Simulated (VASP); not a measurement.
# Co (P6_3/mmc) in VASP: notebook, part 2 of 4

VASP 6.6.1.

### 3 Electric field gradients, PBE, collinear spin, ferromagnetic start (equal xx and yy strain of -2 %)

INCAR

```
ALGO = Normal ; EDIFF = 1E-8
ENCUT = 520 ; GGA = PE
ISIF = 2 ; ISMEAR = -1
ISPIN = 2 ; LASPH = T
LCHARG = F ; LEFG = T
LMAXMIX = 4 ; LORBIT = 11
LREAL = F ; LWAVE = F
MAGMOM = 2 2 ; NBANDS = 20
NELM = 150 ; PREC = Accurate
SIGMA = 0.05
```

KPOINTS

```
k-points
0
Gamma
  19 19 10
```

POSCAR

```
Co
1.0
    2.4686208520      0.0000000000      0.0000000000
   -1.2343104260      2.1378883702      0.0000000000
    0.0000000000      0.0000000000      4.0910000000
Co
2
Direct
    0.3333333333      0.6666666667      0.2500000000
    0.6666666667      0.3333333333      0.7500000000
```

Potentials or basis: VASP PAW PBE potentials, release 64 (Co).

Started as:

```sh
$ cat potpaw_PBE.64/Co/POTCAR > POTCAR
$ mpirun -np 1 vasp_std > vasp.out
```

OUTCAR:

```text
EDIFF = 1E-8
   ENCUT = 520
   GGA = PE
   ISIF = 2
   ISMEAR = -1
   ISPIN = 2
   LASPH = T
   LORBIT = 11
   LREAL = F
   NELM = 150
   PREC = Accurate

 ion  position               nearest neighbor table
   1  0.333  0.667  0.250-   2 2.49   2 2.49   2 2.49   2 2.49   2 2.49   2 2.49
   2  0.667  0.333  0.750-   1 2.49   1 2.49   1 2.49   1 2.49   1 2.49   1 2.49

  LATTYP: Found a hexagonal cell.
 ALAT       =     2.4686208520
 C/A-ratio  =     1.6572006174

  Lattice vectors:

 A1 = (   2.4686208520,   0.0000000000,   0.0000000000)
 A2 = (  -1.2343104260,   2.1378883702,   0.0000000000)
 A3 = (   0.0000000000,   0.0000000000,   4.0910000000)

Analysis of symmetry for initial positions (statically):
=====================================================================
 Subroutine PRICEL returns:
 Original cell was already a primitive cell.

 Routine SETGRP: Setting up the symmetry group for a
 hexagonal supercell.

 Subroutine GETGRP returns: Found 24 space group operations
 (whereof 12 operations were pure point group operations)
 out of a pool of 24 trial point group operations.

The static configuration has the point symmetry D_3d.
 The point group associated with its full space group is D_6h.

Analysis of symmetry for dynamics (positions and initial velocities):
=====================================================================
 Subroutine PRICEL returns:
 Original cell was already a primitive cell.

 Routine SETGRP: Setting up the symmetry group for a
 hexagonal supercell.

 Subroutine GETGRP returns: Found 24 space group operations
 (whereof 12 operations were pure point group operations)
 out of a pool of 24 trial point group operations.

The dynamic configuration has the point symmetry D_3d.
 The point group associated with its full space group is D_6h.

Analysis of structural, dynamic, and magnetic symmetry:
=====================================================================
 Subroutine PRICEL returns:
 Original cell was already a primitive cell.

 Routine SETGRP: Setting up the symmetry group for a
 hexagonal supercell.

 Subroutine GETGRP returns: Found 24 space group operations
 (whereof 12 operations were pure point group operations)
 out of a pool of 24 trial point group operations.

The overall configuration has the point symmetry D_3d.
 The point group associated with its full space group is D_6h.

 Subroutine INISYM returns: Found 24 space group operations
 (whereof 12 operations are pure point group operations),
 and found     1 'primitive' translations

----------------------------------------------------------------------------------------

                                     Primitive cell
[... 107 lines left out ...]
   EFERMI_NEDOS =   21; number of points for ismear=-14 and -15
   IALGO  =     38    algorithm
   IMIX   =      4    mixing-type and parameters
     AMIX     =   0.40;   BMIX     =  1.00
     AMIX_MAG =   1.60;   BMIX_MAG =  1.00
  volume/ion in A,a.u.               =      10.80        72.85
  Fermi-wavevector in a.u.,A,eV,Ry     =   1.540787  2.911666 32.300579  2.374026
  Thomas-Fermi vector in A             =   2.646825
   LORBIT       =     11    0 simple, 1 ext, 2 COOP (PROOUT), +10 PAW based schemes
   GGA     = PE    functional components
   LHFCALC =     F    Hartree Fock is set to
   AEXX    =    0.0000 exact exchange contribution
   IVDW    =     0    specifies the selected vdW correction
   LEPSILON=     F    determine dielectric tensor
   LRPA    =     F    only Hartree local field effects (RPA)
 spin polarized calculation
  energy-cutoff  :      520.00
  volume of cell :       21.59
 maximum number of plane-waves:       598
   NGX =  9   NGY =  9   NGZ = 15

 number of electron      18.0000009 magnetization       3.2088612

 Free energy of the ion-electron system (eV)
  ---------------------------------------------------
  ext. energy  EPLUGINS =         0.00000000
  ---------------------------------------------------
  free energy    TOTEN  =       -14.06876575 eV

  energy without entropy =      -14.05282922  energy(sigma->0) =      -14.06079749

 E-fermi :  10.3383     XC(G=0): -13.4334

 val. band max:       10.3363407020   @ k =   0.2632  -0.0000   0.0000
 cond. band min:      10.3431355624   @ k =   0.4211  -0.0000   0.2000
 fundamental gap:      0.0067948604
 Fermi energy:        10.3382737348

 spin component 1

 k-point     1 :       0.0000    0.0000    0.0000
  band No.  band energies     occupation
      1       1.3894      1.00000
      2       5.1517      1.00000
      3       7.5924      1.00000
      4       7.7479      1.00000
      5       7.7479      1.00000
      6       8.0348      1.00000
[... 541 lines left out ...]
     19      33.7799      0.00000
     20      35.7247      0.00000

 [... further k-points ...]

 spin component 2

 k-point     1 :       0.0000    0.0000    0.0000
  band No.  band energies     occupation
      1       1.3862      1.00000
      2       6.0636      1.00000
      3       9.1863      1.00000
      4       9.3708      1.00000
      5       9.3708      1.00000
      6       9.7066      1.00000
[... 541 lines left out ...]
     19      34.1116      0.00000
     20      36.0620      0.00000

 [... further k-points ...]
[... 5 lines left out ...]
  --------------------------------------------------------------------------------------
  -------------------------------------------------------------------------------------
  Total        0.4326493      0.4326493     -0.5824032     -0.0000000      0.0000000      0.0000000
  in kB       32.1053696     32.1053696    -43.2180804     -0.0000000      0.0000000      0.0000000
  external PRESSURE =       6.9975529 kB  Pullay stress =       0.0000000 kB

 VOLUME and BASIS-vectors are now :
 -----------------------------------------------------------------------------
  energy-cutoff  :      520.00
  volume of cell :       21.59
      direct lattice vectors                 reciprocal lattice vectors
     2.468620852  0.000000000  0.000000000     0.405084482  0.233875635  0.000000000
    -1.234310426  2.137888370  0.000000000     0.000000000  0.467751270  0.000000000
     0.000000000  0.000000000  4.091000000     0.000000000  0.000000000  0.244439012

 POSITION                                       TOTAL-FORCE (eV/Angst)
 -----------------------------------------------------------------------------------
     -0.00000      1.42526      1.02275        -0.000000      0.000000      0.000000
      1.23431      0.71263      3.06825         0.000000     -0.000000      0.000000
 -----------------------------------------------------------------------------------
    total drift:                                0.000000     -0.000000     -0.000000

  FREE ENERGIE OF THE ION-ELECTRON SYSTEM (eV)
  ---------------------------------------------------
  free  energy   TOTEN  =       -14.0687657504 eV

  energy  without entropy=      -14.0528292206  energy(sigma->0) =      -14.06079749

 Electric field gradients (V/A^2)
---------------------------------------------------------------------
 ion       V_xx      V_yy      V_zz      V_xy      V_xz      V_yz
---------------------------------------------------------------------
   1      -2.006    -2.004     4.010     0.001     0.000     0.000
   2      -2.006    -2.004     4.010     0.001    -0.000     0.000
---------------------------------------------------------------------

 Electric field gradients after diagonalization (V/A^2)
 (convention: |V_zz| > |V_xx| > |V_yy|)
----------------------------------------------------------------------
 ion       V_xx      V_yy      V_zz     asymmetry (V_yy - V_xx)/ V_zz
----------------------------------------------------------------------
   1      -2.006    -2.004     4.010       0.001
   2      -2.006    -2.004     4.010       0.001
----------------------------------------------------------------------

           NMR quadrupolar parameters

 Cq : quadrupolar parameter    Cq=e*Q*V_zz/h
 eta: asymmetry parameters     (V_yy - V_xx)/ V_zz
 Q  : nuclear electric quadrupole moment in mb (millibarn)
----------------------------------------------------------------------
 ion       Cq(MHz)       eta       Q (mb)
----------------------------------------------------------------------
   1       0.010       0.001       1.000
   2       0.010       0.001       1.000
----------------------------------------------------------------------

 total charge

# of ion       s       p       d       tot
------------------------------------------
    1        0.491   0.526   7.266   8.283
    2        0.491   0.526   7.266   8.283
--------------------------------------------------
tot          0.982   1.052  14.532  16.566

 magnetization (x)

# of ion       s       p       d       tot
------------------------------------------
    1       -0.015  -0.054   1.692   1.623
    2       -0.015  -0.054   1.692   1.623
--------------------------------------------------
tot         -0.029  -0.107   3.383   3.246
```

OSZICAR:

```text
N       E                     dE             d eps       ncg     rms          rms(c)
DAV:   1     0.852917517717E+02    0.85292E+02   -0.82351E+03 20088   0.124E+03
DAV:   2    -0.115810429221E+02   -0.96873E+02   -0.87211E+02 19468   0.217E+02
DAV:   3    -0.160667342373E+02   -0.44857E+01   -0.42966E+01 21888   0.564E+01
DAV:   4    -0.161346239363E+02   -0.67890E-01   -0.67838E-01 23528   0.609E+00
DAV:   5    -0.161366111460E+02   -0.19872E-02   -0.19871E-02 22372   0.996E-01    0.150E+01
DAV:   6    -0.144888349099E+02    0.16478E+01   -0.73745E+00 21764   0.556E+01    0.676E+00
DAV:   7    -0.141046015542E+02    0.38423E+00   -0.11270E+00 22532   0.200E+01    0.380E+00
DAV:   8    -0.140838314420E+02    0.20770E-01   -0.15305E-02 25436   0.125E+00    0.176E+00
DAV:   9    -0.140692567081E+02    0.14575E-01   -0.30796E-03 31076   0.101E+00    0.449E-01
DAV:  10    -0.140687824889E+02    0.47422E-03   -0.55013E-04 24756   0.278E-01    0.121E-01
DAV:  11    -0.140687677235E+02    0.14765E-04   -0.70058E-05 28728   0.133E-01    0.285E-02
DAV:  12    -0.140687670628E+02    0.66071E-06   -0.92984E-06 20608   0.294E-02    0.161E-02
DAV:  13    -0.140687659904E+02    0.10723E-05   -0.17325E-06 28624   0.148E-02    0.795E-03
DAV:  14    -0.140687660811E+02   -0.90667E-07   -0.34199E-07 20952   0.493E-03    0.309E-03
DAV:  15    -0.140687656797E+02    0.40134E-06   -0.14953E-08 19712   0.204E-03    0.104E-03
DAV:  16    -0.140687657134E+02   -0.33688E-07   -0.43886E-09 10992   0.756E-04    0.475E-04
DAV:  17    -0.140687657460E+02   -0.32523E-07   -0.81146E-10 10048   0.261E-04    0.758E-05
DAV:  18    -0.140687657504E+02   -0.44868E-08   -0.31974E-10  9912   0.167E-04
   1 F= -.14068766E+02 E0= -.14060797E+02  d E =-.159365E-01  mag=     3.2089
```

stdout:

```text
POSCAR found type information on POSCAR Co
 POSCAR found :  1 types and       2 ions
 scaLAPACK will be used
 LDA part: xc-table for (Slater+PW92), standard interpolation
 POSCAR, INCAR and KPOINTS ok, starting setup
 FFT: planning ... GRIDC
 FFT: planning ... GRID_SOFT
 FFT: planning ... GRID
 WAVECAR not read
 entering main loop
ion   1

ion   2
```

Wall time 89 s (1 thread of Intel Xeon 6975P-C (Granite Rapids), shared host); peak memory 0.25 GiB.

Results:

```
Free energy                                           : -14.0688 eV
Pressure                                              : 0.7 GPa
Net moment                                            : 3.21 μB per cell
Site moments                                          : Co +1.62 μB
Valence electrons inside the program's atomic spheres : Co 8.28
```

Electric field gradients, principal values (V/Å²):
```
atom   least  middle  greatest (by size)
1 Co  -2.004  -2.006               4.010
2 Co  -2.004  -2.006               4.010
```

Caveat: the cell differs from its parent crystal (equal xx and yy strain of -2 %); without QUAD_EFG the Cq values of the log hold for a quadrupole moment of 1 mb, not for the nuclei.

(Continued in part 3 of 4.)
